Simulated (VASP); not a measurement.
# Ge (Fd-3m) in VASP: notebook

Ge is run at these levels: PBE+D4; tasks: single point.

Program: VASP 6.6.1. These are calculated values, not measurements. Logs are shortened: lines on timing, memory, paths and dates and some standing lists are left out, and cuts for length are marked.

### 1 The cell of the first run

It takes space group Fd-3m (No. 227, cubic). Conventional cell: a = 5.658 Å, b = 5.658 Å, c = 5.658 Å, α = 90.00°, β = 90.00°, γ = 90.00°. Ge (site symmetry -43m) has 4 Ge at 2.45 Å within 3.2 Å.

### 2 Single point, PBE+D4, collinear spin

The input, INCAR:

```
PREC     = Accurate       # precision mode
ENCUT    = 520            # plane-wave cutoff, eV
EDIFF    = 1E-6           # SCF threshold, eV
ISMEAR   = -1             # smearing method
SIGMA    = 0.1            # smearing width, eV
LREAL    = False          # projectors in reciprocal space
LASPH    = True           # aspherical terms in the spheres
NELM     = 150            # most SCF steps
ALGO     = Normal         # electronic algorithm
ISIF     = 2              # what is computed and relaxed
LWAVE    = False          # write WAVECAR
LCHARG   = False          # write CHGCAR
ISPIN    = 2              # spin polarisation
MAGMOM   = 1 0            # initial moments
LORBIT   = 11             # projections on sites
NUPDOWN  = 1.0            # fixed moment
GGA      = PE             # functional
IVDW     = 13             # dispersion correction
NBANDS   = 25             # bands
```

The input, KPOINTS:

```
Automatic mesh
0
Gamma
  8 8 8
```

The input, POSCAR:

```
Ge
1.0
    0.0000000000      2.8289100000      2.8289100000
    2.8289100000      0.0000000000      2.8289100000
    2.8289100000      2.8289100000      0.0000000000
Ge
2
Direct
    0.7500000000      0.7500000000      0.7500000000
    0.5000000000      0.5000000000      0.5000000000
```

Potentials or basis: VASP PAW PBE potentials, release 64 (Ge_d).

Started as:

```sh
cat potpaw_PBE.64/Ge_d/POTCAR > POTCAR
mpirun -np 1 vasp_std > vasp.out
```

OUTCAR:

```text
PREC = Accurate
   ENCUT = 520
   EDIFF = 1E-6
   ISMEAR = -1
   LREAL = False
   LASPH = True
   NELM = 150
   ISIF = 2
   ISPIN = 2
   LORBIT = 11
   NUPDOWN = 1.0
   GGA = PE
   IVDW = 13

 ion  position               nearest neighbor table
   1  0.750  0.750  0.750-   2 2.45   2 2.45   2 2.45   2 2.45
   2  0.500  0.500  0.500-   1 2.45   1 2.45   1 2.45   1 2.45

  LATTYP: Found a face centered cubic cell.
 ALAT       =     5.6578200000

  Lattice vectors:

 A1 = (   0.0000000000,   2.8289100000,   2.8289100000)
 A2 = (   2.8289100000,   0.0000000000,   2.8289100000)
 A3 = (   2.8289100000,   2.8289100000,   0.0000000000)

Analysis of symmetry for initial positions (statically):
=====================================================================
 Subroutine PRICEL returns:
 Original cell was already a primitive cell.

 Routine SETGRP: Setting up the symmetry group for a
 face centered cubic supercell.

 Subroutine GETGRP returns: Found 48 space group operations
 (whereof 24 operations were pure point group operations)
 out of a pool of 48 trial point group operations.

The static configuration has the point symmetry T_d .
 The point group associated with its full space group is O_h .

Analysis of symmetry for dynamics (positions and initial velocities):
=====================================================================
 Subroutine PRICEL returns:
 Original cell was already a primitive cell.

 Routine SETGRP: Setting up the symmetry group for a
 face centered cubic supercell.

 Subroutine GETGRP returns: Found 48 space group operations
 (whereof 24 operations were pure point group operations)
 out of a pool of 48 trial point group operations.

The dynamic configuration has the point symmetry T_d .
 The point group associated with its full space group is O_h .

Analysis of structural, dynamic, and magnetic symmetry:
=====================================================================
 Subroutine PRICEL returns:
 Original cell was already a primitive cell.

 Routine SETGRP: Setting up the symmetry group for a
 face centered cubic supercell.

 Subroutine GETGRP returns: Found 24 space group operations
 (whereof 24 operations were pure point group operations)
 out of a pool of 48 trial point group operations.

The overall configuration has the point symmetry T_d .

 Subroutine INISYM returns: Found 24 space group operations
 (whereof 24 operations are pure point group operations),
 and found     1 'primitive' translations

----------------------------------------------------------------------------------------

                                     Primitive cell

  volume of cell :      45.2780

  direct lattice vectors                    reciprocal lattice vectors
     0.000000000  2.828910000  2.828910000    -0.176746521  0.176746521  0.176746521
     2.828910000  0.000000000  2.828910000     0.176746521 -0.176746521  0.176746521
     2.828910000  2.828910000  0.000000000     0.176746521  0.176746521 -0.176746521

  length of vectors
     4.000682889  4.000682889  4.000682889     0.306133954  0.306133954  0.306133954

  position of ions in fractional coordinates (direct lattice)
     0.750000000  0.750000000  0.750000000
     0.500000000  0.500000000  0.500000000

  ion indices of the primitive-cell ions
   primitive index   ion index
                 1           1
                 2           2

----------------------------------------------------------------------------------------

 KPOINTS: Automatic mesh

Automatic generation of k-mesh.
 Grid dimensions read from file:
 generate k-points for:    8    8    8

 Generating k-lattice:

  Cartesian coordinates                     Fractional coordinates (reciprocal lattice)
    -0.022093315  0.022093315  0.022093315     0.125000000  0.000000000  0.000000000
     0.022093315 -0.022093315  0.022093315     0.000000000  0.125000000  0.000000000
     0.022093315  0.022093315 -0.022093315     0.000000000  0.000000000  0.125000000

  Length of vectors
     0.038266744  0.038266744  0.038266744

  Shift w.r.t. Gamma in fractional coordinates (k-lattice)
     0.000000000  0.000000000  0.000000000

 Subroutine IBZKPT returns following result:
 ===========================================

 Found     29 irreducible k-points:

 Following reciprocal coordinates:
            Coordinates               Weight
  0.000000  0.000000  0.000000      1.000000
  0.125000  0.000000  0.000000      8.000000
  0.250000  0.000000  0.000000      8.000000
  0.375000  0.000000  0.000000      8.000000
  0.500000  0.000000  0.000000      4.000000
  0.125000  0.125000  0.000000      6.000000
[... 16 lines left out ...]
  0.500000  0.250000  0.125000     48.000000
 -0.375000  0.250000  0.125000     24.000000
 [... further k-points ...]
   k-points           NKPTS =     29   k-points in BZ     NKDIM =     29   number of bands    NBANDS=     25
   number of dos      NEDOS =    301   number of ions     NIONS =      2
   total plane-waves  NPLWV =  27000
   dimension x,y,z NGX =    30 NGY =   30 NGZ =   30
   dimension x,y,z NGXF=    60 NGYF=   60 NGZF=   60
   ions per type =               2
   NGX,Y,Z   is equivalent  to a cutoff of  12.47, 12.47, 12.47 a.u.
   NGXF,Y,Z  is equivalent  to a cutoff of  24.93, 24.93, 24.93 a.u.
 SYSTEM =  unknown system
   PREC   = accura    normal or accurate (medium, high low for compatibility)
   ISTART =      0    job   : 0-new  1-cont  2-samecut
   ICHARG =      2    charge: 1-file 2-atom 10-const
   ISPIN  =      2    spin polarized calculation?
   LNONCOLLINEAR =      F non collinear calculations
   LSORBIT =      F    spin-orbit coupling
   LASPH  =      T    aspherical Exc in radial PAW
   ENCUT  =  520.0 eV  38.22 Ry    6.18 a.u.   7.44  7.44  7.44*2*pi/ulx,y,z
   NELM   =    150;   NELMIN=  2; NELMDL= -5     # of ELM steps
   EDIFF  = 0.1E-05   stopping-criterion for ELM
   LREAL  =      F    real-space projection
   EDIFFG = 0.1E-04   stopping-criterion for IOM
   NSW    =      0    number of steps for IOM
   IBRION =     -1    ionic relax: 0-MD 1-quasi-New 2-CG
   NFREE  =      0    steps in history (QN), initial steepest desc. (CG)
   ISIF   =      2    stress and relaxation
   ISYM   =      2    0-nonsym 1-usesym 2-fastsym
   POTIM  = 0.5000    time-step for ionic-motion
   TEBEG  =    0.0;   TEEND  =   0.0 temperature during run
   PSTRESS=    0.0 pullay stress
   NELECT =      28.0000    total number of electrons
   NUPDOWN=       1.0000    fix difference up-down
   EMIN   =  10.00;   EMAX   =-10.00  energy-range for DOS
   EFERMI =   0.00;   METHOD = LEGACY
   ISMEAR =    -1;   SIGMA  =   0.10  broadening in eV -4-tet -1-fermi 0-gaus
   EFERMI_NEDOS =   21; number of points for ismear=-14 and -15
   IALGO  =     38    algorithm
   IMIX   =      4    mixing-type and parameters
     AMIX     =   0.40;   BMIX     =  1.00
     AMIX_MAG =   1.60;   BMIX_MAG =  1.00
  volume/ion in A,a.u.               =      22.64       152.78
  Fermi-wavevector in a.u.,A,eV,Ry     =   1.394756  2.635708 26.468033  1.945346
  Thomas-Fermi vector in A             =   2.518275
   LORBIT       =     11    0 simple, 1 ext, 2 COOP (PROOUT), +10 PAW based schemes
   GGA     = PE    functional components
   LHFCALC =     F    Hartree Fock is set to
   AEXX    =    0.0000 exact exchange contribution
   IVDW    =    13    specifies the selected vdW correction
   LEPSILON=     F    determine dielectric tensor
   LRPA    =     F    only Hartree local field effects (RPA)
 spin polarized calculation
  energy-cutoff  :      520.00
  volume of cell :       45.28
 maximum number of plane-waves:      1243
 NGX is ok and might be reduce to    30
   NGX = 15   NGY = 15   NGZ = 15

 number of electron      28.0000022 magnetization       1.0000000

 Free energy of the ion-electron system (eV)
  ---------------------------------------------------
  ext. energy  EPLUGINS =         0.00000000
  ---------------------------------------------------
  free energy    TOTEN  =        -7.87242494 eV

  energy without entropy =       -7.83349621  energy(sigma->0) =       -7.85296058

 E-fermi :   3.3102     XC(G=0): -10.0011

 val. band max:        6.3957469943   @ k =  -0.1250   0.1250   0.0000
 cond. band min:       3.3718578490   @ k =   0.5000   0.1250   0.0000
 fundamental gap:     -3.0238891453
 Fermi energy:         6.3966326122

 spin component 1

 k-point     1 :       0.0000    0.0000    0.0000
  band No.  band energies     occupation
      1     -19.9991      1.00000
      2     -19.9991      1.00000
      3     -19.9991      1.00000
      4     -19.9589      1.00000
      5     -19.9589      1.00000
      6     -19.7481      1.00000
[... 17 lines left out ...]
     24      15.4645      0.00000
     25      18.3267      0.00000
[... 621 lines left out ...]
      3     -19.9494      1.00000
      4     -19.8962      1.00000
      5     -19.8825      1.00000
      6     -19.8284      1.00000
[... 17 lines left out ...]
     24      21.1912      0.00000
     25      22.4162      0.00000

 [... further k-points ...]

 spin component 2

 k-point     1 :       0.0000    0.0000    0.0000
  band No.  band energies     occupation
      1     -19.9320      1.00000
      2     -19.9320      1.00000
      3     -19.9320      1.00000
      4     -19.8946      1.00000
      5     -19.8946      1.00000
      6     -19.6864      1.00000
[... 17 lines left out ...]
     24      16.0112      0.00000
     25      19.0570      0.00000
[... 621 lines left out ...]
      3     -19.8834      1.00000
      4     -19.8333      1.00000
      5     -19.8199      1.00000
      6     -19.7660      1.00000
[... 17 lines left out ...]
     24      21.7006      0.00000
     25      22.9495      0.00000

 [... further k-points ...]

------------------------ aborting loop because EDIFF is reached ----------------------------------------

  DFT-D4 for vdW energy calculation

  Edisp (eV):   -0.65396

  FORCE on cell =-STRESS in cart. coord.  units (eV):
  Direction    XX          YY          ZZ          XY          YZ          ZX
  --------------------------------------------------------------------------------------
  -------------------------------------------------------------------------------------
  Total       1.60135     1.60135     1.60135    -0.00000     0.00000     0.00000
  in kB      56.66419    56.66419    56.66419    -0.00000     0.00000     0.00000
  external pressure =       56.66 kB  Pullay stress =        0.00 kB

 VOLUME and BASIS-vectors are now :
 -----------------------------------------------------------------------------
  energy-cutoff  :      520.00
  volume of cell :       45.28
      direct lattice vectors                 reciprocal lattice vectors
     0.000000000  2.828910000  2.828910000    -0.176746521  0.176746521  0.176746521
     2.828910000  0.000000000  2.828910000     0.176746521 -0.176746521  0.176746521
     2.828910000  2.828910000  0.000000000     0.176746521  0.176746521 -0.176746521

 POSITION                                       TOTAL-FORCE (eV/Angst)
 -----------------------------------------------------------------------------------
      4.24336      4.24336      4.24336         0.000000      0.000000      0.000000
      2.82891      2.82891      2.82891        -0.000000     -0.000000     -0.000000
 -----------------------------------------------------------------------------------
    total drift:                               -0.000000     -0.000000     -0.000000

  FREE ENERGIE OF THE ION-ELECTRON SYSTEM (eV)
  ---------------------------------------------------
  free  energy   TOTEN  =        -8.5263862995 eV

  energy  without entropy=       -8.4874575701  energy(sigma->0) =       -8.50692193

 total charge

# of ion       s       p       d       tot
------------------------------------------
    1        1.182   1.182  10.034  12.398
    2        1.182   1.182  10.034  12.398
--------------------------------------------------
tot          2.364   2.363  20.068  24.796

 magnetization (x)

# of ion       s       p       d       tot
------------------------------------------
    1        0.053   0.199   0.030   0.282
    2        0.053   0.199   0.030   0.282
--------------------------------------------------
tot          0.107   0.398   0.060   0.564
```

It took 36 s on 1 thread of Intel Xeon 6975P-C (Granite Rapids), shared host; peak memory 0.2 GiB.

What came out:

```yaml
Free_energy: -8.5264 eV
Pressure: 5.7 GPa
Net_moment: 1.00 μB per cell
Site_moments: Ge +0.28 μB
Valence_electrons_inside_the_program's_atomic_spheres: Ge 12.40
Dispersion_energy_per_atom: -0.327 eV
```

Caveat: the total moment is fixed, so each spin has its own Fermi level.

[end of part 1 of 2]
